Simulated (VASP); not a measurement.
Input of a VASP 6.6.1 run:

Contents of POSCAR:

```
Ni
1.0
    0.0000000000      1.8807866981      1.8807866981
    1.8807866981      0.0000000000      1.8807866981
    1.8807866981      1.8807866981      0.0000000000
Ni
2
Direct
   -0.1250000000     -0.1250000000     -0.1250000000
    0.1250000000      0.1250000000      0.1250000000
```

The input INCAR.step1:

```
ALGO = Normal ; EDIFF = 1E-6
ENCUT = 520 ; GGA = PE
ISIF = 2 ; ISMEAR = -1
ISPIN = 2 ; LASPH = T
LCHARG = T ; LMAXMIX = 4
LREAL = F ; LWAVE = F
MAGMOM = 1 1 ; NBANDS = 21
NELM = 150 ; PREC = Accurate
SIGMA = 0.1
```

File KPOINTS.step1:

```
k-points
0
Gamma
  14 14 14
```

The input INCAR.step2:

```
ALGO = Normal ; EDIFF = 1E-6
ENCUT = 520 ; GGA = PE
ICHARG = 11 ; ISIF = 2
ISMEAR = -5 ; ISPIN = 2
LASPH = T ; LCHARG = F
LMAXMIX = 4 ; LORBIT = 11
LREAL = F ; LWAVE = F
MAGMOM = 1 1 ; NBANDS = 21
NEDOS = 1001 ; NELM = 150
PREC = Accurate ; SIGMA = 0.1
```

The input KPOINTS.step2:

```
k-points
0
Gamma
  21 21 21
```

Potentials or basis: VASP PAW PBE potentials, release 64 (Ni).

Launch:

```console
$ cat potpaw_PBE.64/Ni/POTCAR > POTCAR
$ cp INCAR.step1 INCAR
$ cp KPOINTS.step1 KPOINTS
$ mpirun -np 1 vasp_std > vasp.out
$ cp INCAR.step2 INCAR
$ cp KPOINTS.step2 KPOINTS
$ mpirun -np 1 vasp_std > vasp.out
```

Estimate the net moment.

0.00 μB per cell.
